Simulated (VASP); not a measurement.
# Cu in VASP: single point with PBEsol

Aim: the single point of Cu with PBEsol.

All numbers are computed with VASP 6.6.1; they aren't measurements. Logs are shortened: lines on timing, memory, paths and dates and some standing lists are left out, and cuts for length are marked.

## (1) The cell of the first run

The cell holds a slab with vacuum, 6 atoms: a = 2.495 Å, b = 2.495 Å, c = 26.535 Å, α = 90.00°, β = 90.00°, γ = 120.00°.

## (2) Single point, PBEsol (strain +0.000 along x and y, +0.080 along z)

The input, INCAR:

```
SYSTEM = Cu
PREC     = Accurate       ! precision mode
ENCUT    = 520            ! plane-wave cutoff, eV
EDIFF    = 1E-6           ! SCF threshold, eV
ISMEAR   = 0              ! smearing method
SIGMA    = 0.15           ! smearing width, eV
LREAL    = .FALSE.        ! projectors in reciprocal space
LASPH    = .TRUE.         ! aspherical terms in the spheres
NELM     = 60             ! most SCF steps
ALGO     = Fast           ! electronic algorithm
ISIF     = 2              ! what is computed and relaxed
LWAVE    = .FALSE.        ! write WAVECAR
LCHARG   = .FALSE.        ! write CHGCAR
GGA      = PS             ! functional
NBANDS   = 42             ! bands
```

The input, KPOINTS:

```
regular mesh
0
G
  24 24 2
  0 0 0
```

The input, POSCAR:

```
Cu
1.0
    2.4947012523      0.0000000000      0.0000000000
   -1.2473506261      2.1604746593      0.0000000000
    0.0000000000      0.0000000000     26.5350155769
Cu
6
Direct
    0.0000000000      0.0000000000      0.3738265934
    0.6666666667      0.3333333333      0.2899969346
    0.3333333333      0.6666666667      0.4579262698
    0.0000000000      0.0000000000      0.6261734066
    0.6666666667      0.3333333333      0.5420737302
    0.3333333333      0.6666666667      0.7100030654
```

Potentials or basis: VASP PAW PBE potentials, release 64 (Cu).

Started as:

```sh
$ cat potpaw_PBE.64/Cu/POTCAR > POTCAR
$ mpirun -np 1 vasp_std > vasp.out
```

OUTCAR:

```text
SYSTEM = Cu
   PREC = Accurate
   ENCUT = 520
   EDIFF = 1E-6
   ISMEAR = 0
   LREAL = .FALSE.
   LASPH = .TRUE.
   NELM = 60
   ISIF = 2
   GGA = PS

 ion  position               nearest neighbor table
   1  0.000  0.000  0.374-   2 2.65   2 2.65   2 2.65   3 2.66   3 2.66   3 2.66
   2  0.667  0.333  0.290-   1 2.65   1 2.65   1 2.65
   3  0.333  0.667  0.458-   1 2.66   1 2.66   1 2.66   5 2.66   5 2.66   5 2.66
   4  0.000  0.000  0.626-   6 2.65   6 2.65   6 2.65   5 2.66   5 2.66   5 2.66
   5  0.667  0.333  0.542-   4 2.66   4 2.66   4 2.66   3 2.66   3 2.66   3 2.66
   6  0.333  0.667  0.710-   4 2.65   4 2.65   4 2.65

  LATTYP: Found a hexagonal cell.
 ALAT       =     2.4947012523
 C/A-ratio  =    10.6365503895

  Lattice vectors:

 A1 = (   2.4947012523,   0.0000000000,   0.0000000000)
 A2 = (  -1.2473506261,   2.1604746593,   0.0000000000)
 A3 = (   0.0000000000,   0.0000000000,  26.5350155769)

Analysis of symmetry for initial positions (statically):
=====================================================================
 Subroutine PRICEL returns:
 Original cell was already a primitive cell.

 Routine SETGRP: Setting up the symmetry group for a
 hexagonal supercell.

 Subroutine GETGRP returns: Found 12 space group operations
 (whereof 12 operations were pure point group operations)
 out of a pool of 24 trial point group operations.

The static configuration has the point symmetry D_3d.

Analysis of symmetry for dynamics (positions and initial velocities):
=====================================================================
 Subroutine PRICEL returns:
 Original cell was already a primitive cell.

 Routine SETGRP: Setting up the symmetry group for a
 hexagonal supercell.

 Subroutine GETGRP returns: Found 12 space group operations
 (whereof 12 operations were pure point group operations)
 out of a pool of 24 trial point group operations.

The dynamic configuration has the point symmetry D_3d.

 Subroutine INISYM returns: Found 12 space group operations
 (whereof 12 operations are pure point group operations),
 and found     1 'primitive' translations

----------------------------------------------------------------------------------------

                                     Primitive cell

  volume of cell :     143.0168

  direct lattice vectors                    reciprocal lattice vectors
     2.494701252  0.000000000  0.000000000     0.400849600  0.231430625  0.000000000
    -1.247350626  2.160474659  0.000000000     0.000000000  0.462861249  0.000000000
     0.000000000  0.000000000 26.535015577     0.000000000  0.000000000  0.037686053

  length of vectors
     2.494701252  2.494701252 26.535015577     0.462861249  0.462861249  0.037686053

  position of ions in fractional coordinates (direct lattice)
     0.000000000  0.000000000  0.373826593
     0.666666667  0.333333333  0.289996935
     0.333333333  0.666666667  0.457926270
     0.000000000  0.000000000  0.626173407
     0.666666667  0.333333333  0.542073730
     0.333333333  0.666666667  0.710003065

  ion indices of the primitive-cell ions
   primitive index   ion index
                 1           1
                 2           2
                 3           3
                 4           4
                 5           5
                 6           6

----------------------------------------------------------------------------------------

 KPOINTS: regular mesh

Automatic generation of k-mesh.
 Grid dimensions read from file:
 generate k-points for:   24   24    2

 Generating k-lattice:

  Cartesian coordinates                     Fractional coordinates (reciprocal lattice)
     0.016702067  0.009642943  0.000000000     0.041666667  0.000000000  0.000000000
     0.000000000  0.019285885  0.000000000     0.000000000  0.041666667  0.000000000
     0.000000000  0.000000000  0.018843026     0.000000000  0.000000000  0.500000000

  Length of vectors
     0.019285885  0.019285885  0.018843026

  Shift w.r.t. Gamma in fractional coordinates (k-lattice)
     0.000000000  0.000000000  0.000000000

 Subroutine IBZKPT returns following result:
 ===========================================

 Found    122 irreducible k-points:

 Following reciprocal coordinates:
            Coordinates               Weight
  0.000000  0.000000  0.000000      1.000000
  0.041667  0.000000  0.000000      6.000000
  0.083333  0.000000  0.000000      6.000000
  0.125000  0.000000  0.000000      6.000000
  0.166667  0.000000  0.000000      6.000000
  0.208333  0.000000  0.000000      6.000000
[... 16 lines left out ...]
  0.416667  0.041667  0.000000     12.000000
  0.458333  0.041667  0.000000     12.000000
 [... further k-points ...]
   k-points           NKPTS =    122   k-points in BZ     NKDIM =    122   number of bands    NBANDS=     42
   number of dos      NEDOS =    301   number of ions     NIONS =      6
   total plane-waves  NPLWV =  80000
   dimension x,y,z NGX =    20 NGY =   20 NGZ =  200
   dimension x,y,z NGXF=    40 NGYF=   40 NGZF=  400
   ions per type =               6
   NGX,Y,Z   is equivalent  to a cutoff of  13.33, 13.33, 12.53 a.u.
   NGXF,Y,Z  is equivalent  to a cutoff of  26.66, 26.66, 25.06 a.u.
 SYSTEM =  Cu
   PREC   = accura    normal or accurate (medium, high low for compatibility)
   ISTART =      0    job   : 0-new  1-cont  2-samecut
   ICHARG =      2    charge: 1-file 2-atom 10-const
   ISPIN  =      1    spin polarized calculation?
   LNONCOLLINEAR =      F non collinear calculations
   LSORBIT =      F    spin-orbit coupling
   LASPH  =      T    aspherical Exc in radial PAW
   ENCUT  =  520.0 eV  38.22 Ry    6.18 a.u.   4.64  4.64 49.34*2*pi/ulx,y,z
   NELM   =     60;   NELMIN=  2; NELMDL= -5     # of ELM steps
   EDIFF  = 0.1E-05   stopping-criterion for ELM
   LREAL  =      F    real-space projection
   EDIFFG = 0.1E-04   stopping-criterion for IOM
   NSW    =      0    number of steps for IOM
   IBRION =     -1    ionic relax: 0-MD 1-quasi-New 2-CG
   NFREE  =      0    steps in history (QN), initial steepest desc. (CG)
   ISIF   =      2    stress and relaxation
   ISYM   =      2    0-nonsym 1-usesym 2-fastsym
   POTIM  = 0.5000    time-step for ionic-motion
   TEBEG  =    0.0;   TEEND  =   0.0 temperature during run
   PSTRESS=    0.0 pullay stress
   NELECT =      66.0000    total number of electrons
   NUPDOWN=      -1.0000    fix difference up-down
   EMIN   =  10.00;   EMAX   =-10.00  energy-range for DOS
   EFERMI =   0.00;   METHOD = LEGACY
   ISMEAR =     0;   SIGMA  =   0.15  broadening in eV -4-tet -1-fermi 0-gaus
   EFERMI_NEDOS =   21; number of points for ismear=-14 and -15
   IALGO  =     68    algorithm
   IMIX   =      4    mixing-type and parameters
     AMIX     =   0.40;   BMIX     =  1.00
     AMIX_MAG =   1.60;   BMIX_MAG =  1.00
  volume/ion in A,a.u.               =      23.84       160.85
  Fermi-wavevector in a.u.,A,eV,Ry     =   1.265107  2.390705 21.776052  1.600495
  Thomas-Fermi vector in A             =   2.398377
   LORBIT       =      0    0 simple, 1 ext, 2 COOP (PROOUT), +10 PAW based schemes
   GGA     = PS    functional components
   LHFCALC =     F    Hartree Fock is set to
   AEXX    =    0.0000 exact exchange contribution
   IVDW    =     0    specifies the selected vdW correction
   LEPSILON=     F    determine dielectric tensor
   LRPA    =     F    only Hartree local field effects (RPA)
 non-spin polarized calculation
 RMM-DIIS sequential band-by-band and
 Gauss-broadening in eV      SIGMA  =   0.15
  energy-cutoff  :      520.00
  volume of cell :      143.02
 maximum number of plane-waves:      3902
 NGX is ok and might be reduce to    20
   NGX =  9   NGY =  9   NGZ = 99

 number of electron      66.0000020 magnetization

 Free energy of the ion-electron system (eV)
  ---------------------------------------------------
  ext. energy  EPLUGINS =         0.00000000
  ---------------------------------------------------
  free energy    TOTEN  =       -24.51153567 eV

  energy without entropy =      -24.48284964  energy(sigma->0) =      -24.49719266

 E-fermi :   1.1547     XC(G=0):  -7.1026

 val. band max:        1.1387331554   @ k =   0.3333   0.1667   0.0000
 cond. band min:       1.1613588844   @ k =   0.2917   0.2083   0.5000
 fundamental gap:      0.0226257290
 Fermi energy:         1.1547355722

 k-point     1 :       0.0000    0.0000    0.0000
  band No.  band energies     occupation
      1      -7.9205      2.00000
      2      -7.3702      2.00000
      3      -6.4880      2.00000
      4      -5.4409      2.00000
      5      -4.5506      2.00000
      6      -4.1650      2.00000
[... 34 lines left out ...]
     41       6.6590      0.00000
     42       8.1493      0.00000

 k-point     2 :       0.0417    0.0000    0.0000
  band No.  band energies     occupation
      1      -7.8614      2.00000
      2      -7.3120      2.00000
      3      -6.4315      2.00000
      4      -5.3869      2.00000
      5      -4.5005      2.00000
      6      -4.1207      2.00000
[... 34 lines left out ...]
     41       6.7098      0.00000
     42       8.2048      0.00000

 k-point     3 :       0.0833    0.0000    0.0000
  band No.  band energies     occupation
      1      -7.6849      2.00000
      2      -7.1386      2.00000
      3      -6.2638      2.00000
      4      -5.2275      2.00000
      5      -4.3537      2.00000
      6      -3.9915      2.00000
[... 34 lines left out ...]
     41       6.8628      0.00000
     42       8.3607      0.00000

 k-point     4 :       0.1250    0.0000    0.0000
  band No.  band energies     occupation
      1      -7.3944      2.00000
      2      -6.8542      2.00000
      3      -5.9904      2.00000
      4      -4.9714      2.00000
      5      -4.1215      2.00000
      6      -3.7891      2.00000
[... 844 lines left out ...]
     41       9.0774      0.00000
     42       9.4165      0.00000

 k-point    23 :       0.4167    0.0417    0.0000
  band No.  band energies     occupation
      1      -3.7713      2.00000
      2      -3.5969      2.00000
      3      -3.5781      2.00000
      4      -3.4116      2.00000
      5      -3.1667      2.00000
      6      -3.1119      2.00000
[... 34 lines left out ...]
     41       8.5078      0.00000
     42       9.0997      0.00000

 k-point    24 :       0.4583    0.0417    0.0000
  band No.  band energies     occupation
      1      -3.6964      2.00000
      2      -3.5744      2.00000
      3      -3.4888      2.00000
      4      -3.4202      2.00000
      5      -3.1675      2.00000
      6      -3.1458      2.00000
[... 34 lines left out ...]
     41       8.2686      0.00000
     42       9.0638      0.00000

 [... further k-points ...]

------------------------ aborting loop because EDIFF is reached ----------------------------------------

  FORCE on cell =-STRESS in cart. coord.  units (eV):
  Direction    XX          YY          ZZ          XY          YZ          ZX
  --------------------------------------------------------------------------------------
  -------------------------------------------------------------------------------------
  Total       -2.0301480     -2.0301480     -6.1970354     -0.0000000      0.0000000     -0.0000000
  in kB      -22.7431808    -22.7431808    -69.4236571     -0.0000000      0.0000000     -0.0000000
  external PRESSURE =     -38.3033396 kB  Pullay stress =       0.0000000 kB

 VOLUME and BASIS-vectors are now :
 -----------------------------------------------------------------------------
  energy-cutoff  :      520.00
  volume of cell :      143.02
      direct lattice vectors                 reciprocal lattice vectors
     2.494701252  0.000000000  0.000000000     0.400849600  0.231430625  0.000000000
    -1.247350626  2.160474659  0.000000000     0.000000000  0.462861249  0.000000000
     0.000000000  0.000000000 26.535015577     0.000000000  0.000000000  0.037686053

 POSITION                                       TOTAL-FORCE (eV/Angst)
 -----------------------------------------------------------------------------------
      0.00000      0.00000      9.91949         0.000000     -0.000000      0.046538
      1.24735      0.72016      7.69507         0.000000      0.000000      0.523440
     -0.00000      1.44032     12.15108        -0.000000     -0.000000      0.002155
      0.00000      0.00000     16.61552         0.000000      0.000000     -0.046538
      1.24735      0.72016     14.38393         0.000000      0.000000     -0.002155
     -0.00000      1.44032     18.83994         0.000000      0.000000     -0.523440
 -----------------------------------------------------------------------------------
    total drift:                               -0.000000      0.000000      0.000000

  FREE ENERGIE OF THE ION-ELECTRON SYSTEM (eV)
  ---------------------------------------------------
  free  energy   TOTEN  =       -24.5115356712 eV

  energy  without entropy=      -24.4828496394  energy(sigma->0) =      -24.49719266
```

It took 12 min on 1 thread of Intel Xeon 6975P-C (Granite Rapids), shared host; peak memory 0.62 GiB.

What came out:

```
Free energy            : -24.5115 eV
Largest force          : 0.523 eV/Å
Band gap on the k mesh : zero (bands 33 and 34 overlap by 5.53 eV)
```

Forces on the atoms (eV/Å):
```
Cu   0.000  0.000  0.047
Cu   0.000  0.000  0.523
Cu   0.000  0.000  0.002
Cu   0.000  0.000 -0.047
Cu   0.000  0.000 -0.002
Cu   0.000  0.000 -0.523
```

Levels at points of the mesh, in eV from the Fermi level:
```csv
k point,band 31,band 32,band 33,band 34,band 35,band 36
"(0.00, 0.00, 0.00)",-1.79,-1.63,-1.63,-1.61,-1.61,-1.10
"(0.50, 0.00, 0.00)",-0.30,0.39,0.98,1.34,1.57,1.59
"(0.00, 0.00, 0.50)",-1.79,-1.63,-1.63,-1.61,-1.61,-1.10
"(0.50, 0.00, 0.50)",-0.30,0.39,0.98,1.34,1.57,1.59
```

Caveat: the cell differs from its parent crystal (strain +0.000 along x and y, +0.080 along z); there is no dipole correction, which matters where the two faces differ; the PAW data sets were made with another functional, which shifts forces and pressure a little.

The gap in the log of VASP goes by the Fermi energy; the results here count the filled bands.